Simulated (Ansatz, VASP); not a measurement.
**Ni in VASP and in Ansatz**

```
Ni
1.0
     0.00000    1.79122    1.79122
     1.79122    0.00000    1.79122
     1.79122    1.79122    0.00000
Ni
1
Direct
  0.00000 0.00000 0.00000
```

Change from the starting cell: volume scaled by 1.04.

Alike in both runs: task single point; functional LDA; k mesh 20 × 20 × 20; occupations fermi-dirac, width 0.05 eV; collinear spin.

|  | VASP | Ansatz |
| --- | --- | --- |
| version | VASP 6.6.1 | Ansatz 0.2.0 |
| potentials or method | VASP PAW LDA potentials, release 64 (Ni), cutoff 520 eV | all-electron LAPW, scalar-relativistic |

```tsv
	VASP	Ansatz	Ansatz less VASP
pressure (GPa)	-24.6	-24.9	-0.35
net moment per atom (μB)	0.62	0.63	+0.016
size of the moment on the site where the two differ most (μB)	0.62	0.65	+0.027
```

LDA's correlation is that of Perdew and Zunger in VASP and of Perdew and Wang (1992) in Ansatz. Site moments also hang on the region over which each program counts them. Ansatz ran all-electron here, and VASP with PAW potentials.
